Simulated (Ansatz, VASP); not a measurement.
**One calculation of Fe, two programs**

The input INCAR:

```
  PREC = Accurate
  ENCUT = 520
  EDIFF = 1E-6
  ISMEAR = 0
  SIGMA = 0.05
  LREAL = F
  LASPH = T
  NELM = 150
  ALGO = Normal
  ISIF = 2
  LWAVE = F
  LCHARG = F
  ISPIN = 2
  MAGMOM = 2.33
  LORBIT = 11
  LMAXMIX = 4
  NBANDS = 14
```

Contents of KPOINTS:

```
Automatic mesh
0
Gamma
  22 22 22
```

File POSCAR:

```
Fe
1.0
   -1.3771794635      1.3771794635      1.3771794635
    1.3771794635     -1.3771794635      1.3771794635
    1.3771794635      1.3771794635     -1.3771794635
Fe
1
Direct
    0.0000000000      0.0000000000      0.0000000000
```

Input for Ansatz:

```yaml
crystal:
  lattice:
    - [-1.3771794635, 1.3771794635, 1.3771794635]
    - [1.3771794635, -1.3771794635, 1.3771794635]
    - [1.3771794635, 1.3771794635, -1.3771794635]
  atoms:
    - { symbol: Fe, position: [0.0, 0.0, 0.0], spin: 2.33 }
basis:
  ecutwfc: 420
  ecutrho_ratio: 4
kpoints:
  mp_grid: { grid: [22, 22, 22] }
hamiltonian:
  xc: lda
scf:
  occupations: { method: gaussian, width: 0.05 }
output:
  forces: true
  stress: true
  eigenvalues: true
  populations: true
magnetization:
  spin_polarized: true
```

Alike in both runs: task single point; functional LDA; k mesh 22 × 22 × 22; occupations gaussian, width 0.05 eV; collinear spin.

```csv
,VASP,Ansatz
version,VASP 6.6.1,Ansatz 0.2.0
potentials or method,"VASP PAW LDA potentials, release 64 (Fe), cutoff 520 eV","scalar-relativistic, plane waves, PAW"
valence electrons in the cell,8,16
```

VASP gave:

```
gap on the k mesh at the Fermi level (eV)                     : none
pressure (GPa)                                                : -2.3
net moment per atom (μB)                                      : 1.95
size of the moment on the site where the two differ most (μB) : 1.92
```

Problem. What did Ansatz give for the same quantities?

Solution. gap on the k mesh at the Fermi level (eV): none; pressure (GPa): -1.1; net moment per atom (μB): 2.00; size of the moment on the site where the two differ most (μB): 2.00.

LDA's correlation is that of Perdew and Zunger in VASP and of Perdew and Wang (1992) in Ansatz. Site moments also hang on the region over which each program counts them. A gap of «none» marks a metal or a gap that the smearing closes. VASP's potentials hold 8 valence electrons a cell and Ansatz's 16, so a difference there can come from the potentials and not from the codes.
